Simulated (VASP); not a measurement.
# AlNi (P4/mmm) in VASP: a series of runs

Runs on AlNi. Level: PBEsol. Tasks: single point.

All numbers are computed with VASP 6.6.1; they aren't measurements. Logs are shortened: lines on timing, memory, paths and dates and some standing lists are left out, and cuts for length are marked.

**1. The cell of the first run**

The structure is tetragonal, space group P4/mmm (No. 123). The conventional cell has a = 2.811 Å, b = 2.811 Å, c = 2.869 Å, α = 90.00°, β = 90.00°, γ = 90.00°. Al (site symmetry 4/mmm) has 8 Ni at 2.45 Å and 6 Al at 2.81 to 2.87 Å within 3.2 Å. Within 3.2 Å of Ni (site symmetry 4/mmm) lie 8 Al at 2.45 Å and 6 Ni at 2.81 to 2.87 Å.

**2. Single point, PBEsol**

INCAR

```
SYSTEM = AlNi
PREC = Accurate ; ENCUT = 520
EDIFF = 1E-7 ; ISMEAR = 0
SIGMA = 0.15 ; LREAL = .FALSE.
LASPH = .TRUE. ; NELM = 80
ALGO = Fast ; ISIF = 2
LWAVE = .FALSE. ; LCHARG = .FALSE.
GGA = PS ; NBANDS = 14
```

KPOINTS

```
Automatic mesh
0
G
  16 16 16
  0 0 0
```

POSCAR

```
AlNi
1.0
    1.9874914371     -1.9874386223      0.0000000000
    1.9874914371      1.9874386223      0.0000000000
    0.0000000000      0.0000000000      2.8688666979
Al Ni
1 1
Direct
    0.0000000000      0.0000000000      0.0000000000
    0.5000000000      0.5000000000      0.5000000000
```

Potentials or basis: VASP PAW PBE potentials, release 64 (Al, Ni).

Command:

```
cat potpaw_PBE.64/Al/POTCAR potpaw_PBE.64/Ni/POTCAR > POTCAR
mpirun -np 1 vasp_std > vasp.out
```

OUTCAR:

```text
SYSTEM = AlNi
   PREC = Accurate
   ENCUT = 520
   EDIFF = 1E-7
   ISMEAR = 0
   LREAL = .FALSE.
   LASPH = .TRUE.
   NELM = 80
   ISIF = 2
   GGA = PS

 ion  position               nearest neighbor table
   1  0.000  0.000  0.000-   2 2.45   2 2.45   2 2.45   2 2.45   2 2.45   2 2.45   2 2.45   2 2.45

   2  0.500  0.500  0.500-   1 2.45   1 2.45   1 2.45   1 2.45   1 2.45   1 2.45   1 2.45   1 2.45

  LATTYP: Found a base centered orthorhombic cell.
 ALAT       =     3.9748772446
 B/A-ratio  =     1.0000265743
 C/A-ratio  =     0.7217497601

  Lattice vectors:

 A1 = (  -1.9874914371,  -1.9874386223,   0.0000000000)
 A2 = (   1.9874914371,  -1.9874386223,   0.0000000000)
 A3 = (   0.0000000000,   0.0000000000,   2.8688666979)

Analysis of symmetry for initial positions (statically):
=====================================================================
 Subroutine PRICEL returns:
 Original cell was already a primitive cell.

 Routine SETGRP: Setting up the symmetry group for a
 base centered orthorhombic supercell.

 Subroutine GETGRP returns: Found  8 space group operations
 (whereof  8 operations were pure point group operations)
 out of a pool of  8 trial point group operations.

The static configuration has the point symmetry D_2h.

Analysis of symmetry for dynamics (positions and initial velocities):
=====================================================================
 Subroutine PRICEL returns:
 Original cell was already a primitive cell.

 Routine SETGRP: Setting up the symmetry group for a
 base centered orthorhombic supercell.

 Subroutine GETGRP returns: Found  8 space group operations
 (whereof  8 operations were pure point group operations)
 out of a pool of  8 trial point group operations.

The dynamic configuration has the point symmetry D_2h.

 Subroutine INISYM returns: Found  8 space group operations
 (whereof  8 operations are pure point group operations),
 and found     1 'primitive' translations

----------------------------------------------------------------------------------------

                                     Primitive cell

  volume of cell :      22.6641

  direct lattice vectors                    reciprocal lattice vectors
     1.987491437 -1.987438622  0.000000000     0.251573411 -0.251580096  0.000000000
     1.987491437  1.987438622  0.000000000     0.251573411  0.251580096  0.000000000
     0.000000000  0.000000000  2.868866698     0.000000000  0.000000000  0.348569699

  length of vectors
     2.810700000  2.810700000  2.868866698     0.355783257  0.355783257  0.348569699

  position of ions in fractional coordinates (direct lattice)
     0.000000000  0.000000000  0.000000000
     0.500000000  0.500000000  0.500000000

  ion indices of the primitive-cell ions
   primitive index   ion index
                 1           1
                 2           2

----------------------------------------------------------------------------------------

 KPOINTS: Automatic mesh

Automatic generation of k-mesh.
 Grid dimensions read from file:
 generate k-points for:   16   16   16

 Generating k-lattice:

  Cartesian coordinates                     Fractional coordinates (reciprocal lattice)
     0.015723338 -0.015723756  0.000000000     0.062500000  0.000000000  0.000000000
     0.015723338  0.015723756  0.000000000     0.000000000  0.062500000  0.000000000
     0.000000000  0.000000000  0.021785606     0.000000000  0.000000000  0.062500000

  Length of vectors
     0.022236454  0.022236454  0.021785606

  Shift w.r.t. Gamma in fractional coordinates (k-lattice)
     0.000000000  0.000000000  0.000000000

 Subroutine IBZKPT returns following result:
 ===========================================

 Found    657 irreducible k-points:

 Following reciprocal coordinates:
            Coordinates               Weight
  0.000000  0.000000  0.000000      1.000000
  0.062500  0.000000  0.000000      4.000000
  0.125000  0.000000  0.000000      4.000000
  0.187500  0.000000  0.000000      4.000000
  0.250000  0.000000  0.000000      4.000000
  0.312500  0.000000  0.000000      4.000000
[... 16 lines left out ...]
 -0.125000  0.062500  0.000000      4.000000
 -0.062500  0.062500  0.000000      2.000000
 [... further k-points ...]
   k-points           NKPTS =    657   k-points in BZ     NKDIM =    657   number of bands    NBANDS=     14
   number of dos      NEDOS =    301   number of ions     NIONS =      2
   total plane-waves  NPLWV =  13824
   dimension x,y,z NGX =    24 NGY =   24 NGZ =   24
   dimension x,y,z NGXF=    48 NGYF=   48 NGZF=   48
   ions per type =               1   1
   NGX,Y,Z   is equivalent  to a cutoff of  14.20, 14.20, 13.91 a.u.
   NGXF,Y,Z  is equivalent  to a cutoff of  28.39, 28.39, 27.82 a.u.
 SYSTEM =  AlNi
   PREC   = accura    normal or accurate (medium, high low for compatibility)
   ISTART =      0    job   : 0-new  1-cont  2-samecut
   ICHARG =      2    charge: 1-file 2-atom 10-const
   ISPIN  =      1    spin polarized calculation?
   LNONCOLLINEAR =      F non collinear calculations
   LSORBIT =      F    spin-orbit coupling
   LASPH  =      T    aspherical Exc in radial PAW
   ENCUT  =  520.0 eV  38.22 Ry    6.18 a.u.   5.23  5.23  5.33*2*pi/ulx,y,z
   NELM   =     80;   NELMIN=  2; NELMDL= -5     # of ELM steps
   EDIFF  = 0.1E-06   stopping-criterion for ELM
   LREAL  =      F    real-space projection
   EDIFFG = 0.1E-05   stopping-criterion for IOM
   NSW    =      0    number of steps for IOM
   IBRION =     -1    ionic relax: 0-MD 1-quasi-New 2-CG
   NFREE  =      0    steps in history (QN), initial steepest desc. (CG)
   ISIF   =      2    stress and relaxation
   ISYM   =      2    0-nonsym 1-usesym 2-fastsym
   POTIM  = 0.5000    time-step for ionic-motion
   TEBEG  =    0.0;   TEEND  =   0.0 temperature during run
   PSTRESS=    0.0 pullay stress
   NELECT =      13.0000    total number of electrons
   NUPDOWN=      -1.0000    fix difference up-down
   EMIN   =  10.00;   EMAX   =-10.00  energy-range for DOS
   EFERMI =   0.00;   METHOD = LEGACY
   ISMEAR =     0;   SIGMA  =   0.15  broadening in eV -4-tet -1-fermi 0-gaus
   EFERMI_NEDOS =   21; number of points for ismear=-14 and -15
   IALGO  =     68    algorithm
   IMIX   =      4    mixing-type and parameters
     AMIX     =   0.40;   BMIX     =  1.00
     AMIX_MAG =   1.60;   BMIX_MAG =  1.00
  volume/ion in A,a.u.               =      11.33        76.47
  Fermi-wavevector in a.u.,A,eV,Ry     =   1.360221  2.570445 25.173518  1.850201
  Thomas-Fermi vector in A             =   2.486902
   LORBIT       =      0    0 simple, 1 ext, 2 COOP (PROOUT), +10 PAW based schemes
   GGA     = PS    functional components
   LHFCALC =     F    Hartree Fock is set to
   AEXX    =    0.0000 exact exchange contribution
   IVDW    =     0    specifies the selected vdW correction
   LEPSILON=     F    determine dielectric tensor
   LRPA    =     F    only Hartree local field effects (RPA)
 non-spin polarized calculation
 RMM-DIIS sequential band-by-band and
 Gauss-broadening in eV      SIGMA  =   0.15
  energy-cutoff  :      520.00
  volume of cell :       22.66
 maximum number of plane-waves:       632
 NGX is ok and might be reduce to    24
   NGX = 11   NGY = 11   NGZ = 11

 number of electron      12.9999995 magnetization

 Free energy of the ion-electron system (eV)
  ---------------------------------------------------
  ext. energy  EPLUGINS =         0.00000000
  ---------------------------------------------------
  free energy    TOTEN  =       -11.57362036 eV

  energy without entropy =      -11.56506981  energy(sigma->0) =      -11.56934509

 E-fermi :  10.6199     XC(G=0): -12.4289

 val. band max:       10.6057879578   @ k =   0.4375   0.3125   0.2500
 cond. band min:      10.6320947610   @ k =  -0.4375   0.4375   0.2500
 fundamental gap:      0.0263068032
 Fermi energy:        10.6198637303

 k-point     1 :       0.0000    0.0000    0.0000
  band No.  band energies     occupation
      1      -0.9089      2.00000
      2       7.1057      2.00000
      3       7.1279      2.00000
      4       8.9460      2.00000
      5       8.9460      2.00000
      6       9.0087      2.00000
      7      15.8483      0.00000
      8      16.6051      0.00000
      9      16.6052      0.00000
     10      18.8401      0.00000
     11      19.0260      0.00000
     12      25.3533      0.00000
     13      31.9967      0.00000
     14      32.0087      0.00000

 k-point     2 :       0.0625    0.0000    0.0000
  band No.  band energies     occupation
      1      -0.8331      2.00000
      2       7.1152      2.00000
      3       7.1356      2.00000
      4       8.9085      2.00000
      5       8.9499      2.00000
      6       8.9751      2.00000
      7      15.7363      0.00000
      8      15.9510      0.00000
      9      16.7040      0.00000
     10      18.8780      0.00000
     11      19.7730      0.00000
     12      25.6242      0.00000
     13      31.0665      0.00000
     14      31.6113      0.00000

 k-point     3 :       0.1250    0.0000    0.0000
  band No.  band energies     occupation
      1      -0.6066      2.00000
      2       7.1001      2.00000
      3       7.1857      2.00000
      4       8.8055      2.00000
      5       8.8819      2.00000
      6       8.9609      2.00000
      7      14.2750      0.00000
      8      16.2505      0.00000
      9      16.9930      0.00000
     10      18.8888      0.00000
     11      20.9488      0.00000
     12      26.4674      0.00000
     13      29.5039      0.00000
     14      30.0868      0.00000
[... 324 lines left out ...]
 k-point    23 :      -0.1250    0.0625    0.0000
  band No.  band energies     occupation
      1      -0.5315      2.00000
      2       7.1188      2.00000
      3       7.1890      2.00000
      4       8.8076      2.00000
      5       8.8424      2.00000
      6       8.9271      2.00000
      7      14.3265      0.00000
      8      16.1420      0.00000
      9      16.3512      0.00000
     10      19.3781      0.00000
     11      21.3454      0.00000
     12      26.6562      0.00000
     13      29.1181      0.00000
     14      29.5426      0.00000

 k-point    24 :      -0.0625    0.0625    0.0000
  band No.  band energies     occupation
      1      -0.7575      2.00000
      2       7.1338      2.00000
      3       7.1353      2.00000
      4       8.9028      2.00000
      5       8.9225      2.00000
      6       8.9398      2.00000
      7      15.6378      0.00000
      8      16.0329      0.00000
      9      16.0532      0.00000
     10      19.2192      0.00000
     11      20.2363      0.00000
     12      25.8733      0.00000
     13      30.6633      0.00000
     14      30.9845      0.00000

 [... further k-points ...]
[... 5 lines left out ...]
  --------------------------------------------------------------------------------------
  -------------------------------------------------------------------------------------
  Total        1.0146422      1.0156823      0.7470132      0.0000000      0.0000000      0.0000000
  in kB       71.7272432     71.8007682     52.8079740      0.0000000      0.0000000      0.0000000
  external PRESSURE =      65.4453285 kB  Pullay stress =       0.0000000 kB

 VOLUME and BASIS-vectors are now :
 -----------------------------------------------------------------------------
  energy-cutoff  :      520.00
  volume of cell :       22.66
      direct lattice vectors                 reciprocal lattice vectors
     1.987491437 -1.987438622  0.000000000     0.251573411 -0.251580096  0.000000000
     1.987491437  1.987438622  0.000000000     0.251573411  0.251580096  0.000000000
     0.000000000  0.000000000  2.868866698     0.000000000  0.000000000  0.348569699

 POSITION                                       TOTAL-FORCE (eV/Angst)
 -----------------------------------------------------------------------------------
      0.00000      0.00000      0.00000        -0.000000      0.000000      0.000000
      1.98749      0.00000      1.43443         0.000000     -0.000000      0.000000
 -----------------------------------------------------------------------------------
    total drift:                                0.000000     -0.000000     -0.000000

  FREE ENERGIE OF THE ION-ELECTRON SYSTEM (eV)
  ---------------------------------------------------
  free  energy   TOTEN  =       -11.5736203593 eV

  energy  without entropy=      -11.5650698112  energy(sigma->0) =      -11.56934509
```

It took 2.4 min on 1 thread of Intel Xeon Platinum 8259CL at 2.50GHz (Skylake/Cascade Lake), shared host; peak memory 0.32 GiB.

What came out:

- Free energy: -11.5736 eV
- Pressure: 6.5 GPa

Stress tensor (GPa, compression positive):
```
7.17 0.00 0.00
0.00 7.18 0.00
0.00 0.00 5.28
```

Levels at points of the mesh, in eV from the Fermi level:
| k point | band 3 | band 4 | band 5 | band 6 | band 7 | band 8 | band 9 | band 10 | band 11 | band 12 |
| --- | --- | --- | --- | --- | --- | --- | --- | --- | --- | --- |
| (0.00, 0.00, 0.00) | -3.49 | -1.67 | -1.67 | -1.61 | 5.23 | 5.99 | 5.99 | 8.22 | 8.41 | 14.73 |
| (0.50, 0.00, 0.00) | -2.97 | -2.49 | -2.37 | -1.57 | -0.62 | 8.35 | 9.82 | 10.52 | 11.11 | 11.73 |
| (0.50, 0.50, 0.00) | -2.93 | -2.93 | -2.30 | -2.30 | -1.05 | 1.69 | 2.89 | 12.55 | 15.27 | 15.27 |
| (0.00, 0.00, 0.50) | -3.01 | -2.37 | -2.37 | -1.53 | -0.78 | 8.36 | 10.44 | 10.44 | 11.51 | 11.51 |
| (0.50, 0.00, 0.50) | -3.13 | -3.02 | -2.21 | -2.20 | -1.10 | 1.50 | 2.70 | 13.07 | 15.60 | 15.82 |
| (0.50, 0.50, 0.50) | -4.37 | -1.08 | -1.02 | 1.90 | 1.95 | 1.95 | 4.21 | 4.64 | 4.64 | 4.87 |

Caveat: the PAW data sets were made with another functional, which shifts forces and pressure a little. Spin polarisation is off, so any magnetic state and its effect on volume and gap are missing.

**3. Single point, PBEsol**

This run uses another cell than the first one, of 11.41 Å³/atom, 1.007 times its volume.

INCAR

```
SYSTEM = AlNi
ALGO = Fast ; EDIFF = 1E-6
ENCUT = 520 ; GGA = PS
ISIF = 2 ; ISMEAR = 0
LASPH = .True. ; LCHARG = .True.
LELF = .True. ; LREAL = .False.
LVHAR = .True. ; LWAVE = .False.
NBANDS = 14 ; NELM = 80
PREC = Accurate ; SIGMA = 0.15
```

KPOINTS

```
k-points
0
Gamma
  16 16 16
  0 0 0
```

POSCAR

```
AlNi
1.0
    2.0211996424     -2.0211459319      0.0000000000
    2.0211996424      2.0211459319      0.0000000000
    0.0000000000      0.0000000000      2.7924000000
Al Ni
1 1
Direct
    0.0000000000      0.0000000000      0.0000000000
    0.5000000000      0.5000000000      0.5000000000
```

Potentials or basis: VASP PAW PBE potentials, release 64 (Al, Ni).

Command:

```
cat potpaw_PBE.64/Al/POTCAR potpaw_PBE.64/Ni/POTCAR > POTCAR
mpirun -np 1 vasp_std > vasp.out
```

It took 2.1 min on 1 thread of Intel Xeon Platinum 8259CL at 2.50GHz (Skylake/Cascade Lake), shared host; peak memory 0.32 GiB.

It converged, with:

* Free energy: -11.5782 eV
* Pressure: 5.3 GPa

Stress tensor (GPa, compression positive):
```
4.43 0.00 0.00
0.00 4.44 0.00
0.00 0.00 6.96
```

Levels at points of the mesh, in eV from the Fermi level:
```csv
k point,band 4,band 5,band 6,band 7,band 8,band 9,band 10,band 11
"(0.00, 0.00, 0.00)",-1.69,-1.62,-1.62,5.41,5.41,6.28,8.20,8.37
"(0.50, 0.00, 0.00)",-2.44,-2.30,-1.53,-0.74,8.33,9.92,10.74,11.05
"(0.50, 0.50, 0.00)",-3.12,-2.15,-2.15,-1.12,1.40,2.58,13.23,15.85
"(0.00, 0.00, 0.50)",-2.44,-2.44,-1.58,-0.55,8.35,10.02,10.02,11.31
"(0.50, 0.00, 0.50)",-2.89,-2.27,-2.24,-1.06,1.63,2.80,12.62,15.21
"(0.50, 0.50, 0.50)",-1.08,-1.01,1.92,1.92,1.98,4.15,4.51,4.77
```

Caveat: the PAW data sets were made with another functional, which shifts forces and pressure a little.
